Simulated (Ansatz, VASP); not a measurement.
## I: VASP beside Ansatz

The input INCAR:

```
  ALGO = Normal
  EDIFF = 1E-7
  ENCUT = 520
  ISIF = 2
  ISMEAR = -1
  LASPH = T
  LCHARG = T
  LELF = T
  LREAL = F
  LVHAR = T
  LWAVE = F
  NBANDS = 14
  NELM = 100
  PREC = Accurate
  SIGMA = 0.08
```

Contents of KPOINTS:

```
k-points
0
Gamma
  11 11 11
```

POSCAR

```
I
1.0
    0.0000000000      2.9958386182      2.9958386182
    2.9958386182      0.0000000000      2.9958386182
    2.9958386182      2.9958386182      0.0000000000
I
2
Direct
   -0.1250000000     -0.1250000000     -0.1250000000
    0.1250000000      0.1250000000      0.1250000000
```

Input for Ansatz:

```yaml
crystal:
  lattice:
    - [0.0, 2.9958386182, 2.9958386182]
    - [2.9958386182, 0.0, 2.9958386182]
    - [2.9958386182, 2.9958386182, 0.0]
  atoms:
    - { symbol: I, position: [-0.125, -0.125, -0.125] }
    - { symbol: I, position: [0.125, 0.125, 0.125] }
kpoints:
  mp_grid: { grid: [11, 11, 11] }
scf:
  occupations: { method: fermi_dirac, width: 0.08 }
hamiltonian:
  xc: lda
  pseudopotentials: { kind: paw }
output:
  forces: true
  stress: true
  eigenvalues: true
  populations: true
```

Change from the starting cell: volume scaled by 0.5, PAW files.

Alike in both runs: task single point; functional LDA; k mesh 11 × 11 × 11; occupations fermi-dirac, width 0.08 eV; no spin polarisation.

```csv
,VASP,Ansatz
version,VASP 6.6.1,Ansatz 0.2.0
potentials or method,"VASP PAW LDA potentials, release 64 (I)","PAW with Ansatz's default frozen-core files, scalar-relativistic"
plane-wave cutoff (eV),520,420
valence electrons in the cell,14,34
```

VASP gave:

```
pressure (GPa) : 51.4
```

Problem. Which values does Ansatz return?

Solution. Pressure (GPa): 51.3.

LDA's correlation is that of Perdew and Zunger in VASP and of Perdew and Wang (1992) in Ansatz. Both programs put the cell under a high pressure, so it lies far from rest at this level. VASP's potentials hold 14 valence electrons a cell and Ansatz's 34, so a difference there can come from the potentials and not from the codes.

Neither program's run includes spin-orbit coupling.
